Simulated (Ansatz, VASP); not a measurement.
Two plane-wave programs on BN

File INCAR:

```
  ALGO = Normal
  EDIFF = 1E-6
  ENCUT = 520
  GGA = PE
  ISIF = 2
  ISMEAR = 0
  LASPH = True
  LCHARG = True
  LELF = True
  LREAL = False
  LVHAR = True
  LWAVE = False
  NBANDS = 36
  NELM = 80
  PREC = Accurate
  SIGMA = 0.05
```

File KPOINTS:

```
k-points
0
Gamma
  10 10 2
```

Contents of POSCAR:

```
BN
1.0
   -2.5539396017      0.0000000000      0.0000000000
   -1.2769698008     -2.2117765748      0.0000000000
    0.0000000000      0.0000000000     15.6805650000
B N
6 6
Direct
    0.6666666667      0.6666666667      0.1852212286
    0.6666666667      0.6666666667      0.4547813497
    0.6666666667      0.6666666667      0.7243414708
    0.3333333333      0.3333333333      0.0504411681
    0.3333333333      0.3333333333      0.3200012892
    0.3333333333      0.3333333333      0.5895614103
    0.6666666667      0.6666666667      0.0842849804
    0.6666666667      0.6666666667      0.3538451015
    0.6666666667      0.6666666667      0.6234052226
    0.3333333333      0.3333333333      0.7581852831
    0.3333333333      0.3333333333      0.2190650410
    0.3333333333      0.3333333333      0.4886251620
```

Input for Ansatz:

```yaml
crystal:
  lattice:
    - [-2.5539396017, 0.0, 0.0]
    - [-1.2769698008, -2.2117765748, 0.0]
    - [0.0, 0.0, 15.680565]
  atoms:
    - { symbol: B, position: [0.6666666667, 0.6666666667, 0.1852212286] }
    - { symbol: B, position: [0.6666666667, 0.6666666667, 0.4547813497] }
    - { symbol: B, position: [0.6666666667, 0.6666666667, 0.7243414708] }
    - { symbol: B, position: [0.3333333333, 0.3333333333, 0.0504411681] }
    - { symbol: B, position: [0.3333333333, 0.3333333333, 0.3200012892] }
    - { symbol: B, position: [0.3333333333, 0.3333333333, 0.5895614103] }
    - { symbol: "N", position: [0.6666666667, 0.6666666667, 0.0842849804] }
    - { symbol: "N", position: [0.6666666667, 0.6666666667, 0.3538451015] }
    - { symbol: "N", position: [0.6666666667, 0.6666666667, 0.6234052226] }
    - { symbol: "N", position: [0.3333333333, 0.3333333333, 0.7581852831] }
    - { symbol: "N", position: [0.3333333333, 0.3333333333, 0.219065041] }
    - { symbol: "N", position: [0.3333333333, 0.3333333333, 0.488625162] }
basis:
  ecutwfc: 420
kpoints:
  mp_grid: { grid: [10, 10, 2] }
hamiltonian:
  xc: pbe
scf:
  occupations: { method: gaussian, width: 0.05 }
output:
  forces: true
  stress: true
  eigenvalues: true
```

Alike in both runs: task single point; functional PBE; k mesh 10 × 10 × 2; occupations gaussian, width 0.05 eV; no spin polarisation.

```csv
,VASP,Ansatz
version,VASP 6.6.1,Ansatz 0.2.0
potentials or method,"VASP PAW PBE potentials, release 64 (B, N), cutoff 520 eV","scalar-relativistic, plane waves, PAW"
valence electrons in the cell,48,48
```

Ansatz gave:

```
gap on the k mesh at the Fermi level (eV)                     : none
pressure (GPa)                                                : -2.6
traceless stress, the component that is largest in VASP (GPa) : 2.23
rms of the force components (eV/Å)                            : 0.780
```

**Question.** Which values does VASP return?

**Answer.** gap on the k mesh at the Fermi level (eV): none; pressure (GPa): -2.4; traceless stress, the component that is largest in VASP (GPa): 2.16; rms of the force components (eV/Å): 0.779.

Atom by atom the forces differ by 0.004 eV/Å (rms over components). A gap of «none» marks a metal or a gap that the smearing closes.
